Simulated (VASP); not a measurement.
**Mg2SeS4: single point with PBE**

The system is Mg2SeS4.

```
CELL_PARAMETERS angstrom
2.00012 1.15477 12.43082
-2.00012 1.15477 12.43082
0.00000 -2.30953 12.43082
ATOMIC_POSITIONS crystal
Mg 0.13786 0.13786 0.13786
Mg 0.86214 0.86214 0.86214
Se 0.00000 0.00000 0.00000
S 0.36799 0.36799 0.36799
S 0.63201 0.63201 0.63201
S 0.20821 0.20821 0.20821
S 0.79179 0.79179 0.79179
```

The cell was generated, and may not be a known phase.

- Program: VASP 6.6.1
- Task: single point
- Functional: PBE
- Potentials or basis: VASP PAW PBE potentials, release 64 (Mg, Se, S)
- Cutoff: 520 eV
- k mesh: 6 × 6 × 6
- Occupations: gaussian, width 0.1 eV
- Spin: no spin polarisation
- Dipole correction: no
- Further INCAR settings: ALGO = Normal; EDIFF = 1e-06; NBANDS = 26

| Property | Result |
| --- | --- |
| Pressure | 0.0 GPa |
| Largest force | 0.034 eV/Å |
| Band gap on the k mesh | 0.02 eV (least direct gap 0.24 eV) |

Forces on the atoms (eV/Å):
```
Mg   0.000  0.000  0.014
Mg   0.000  0.000 -0.014
Se   0.000  0.000  0.000
S    0.000  0.000 -0.034
S    0.000  0.000  0.034
S    0.000  0.000 -0.002
S    0.000  0.000  0.002
```

Stress tensor (GPa, compression positive):
```
-0.07  0.00  0.00
 0.00 -0.07  0.00
 0.00  0.00  0.03
```

Levels at points of the mesh, in eV from the valence-band top:
```tsv
k point	band 13	band 14	band 15	band 16	band 17	band 18	band 19	band 20	band 21	band 22
(0.00, 0.00, 0.00)	-0.90	-0.90	-0.66	-0.54	-0.54	0.37	1.79	1.79	4.10	4.96
(0.50, 0.00, 0.00)	-1.00	-0.88	-0.64	-0.63	-0.25	1.89	3.03	3.54	4.17	5.38
(0.50, 0.50, 0.00)	-1.26	-0.91	-0.61	-0.49	-0.29	1.85	3.02	3.67	4.06	5.53
(0.50, 0.50, 0.50)	-0.90	-0.90	-0.54	-0.54	-0.21	0.02	1.79	1.79	4.17	4.96
```

Run time: 41 min on 1 thread of Intel(R) Xeon(R) Platinum 8175M CPU @ 2.50GHz (Skylake/Cascade Lake) (shared host), peak memory 1.6 GiB.

Caveat: the smearing spreads over this small gap. A k mesh can miss the band edges.
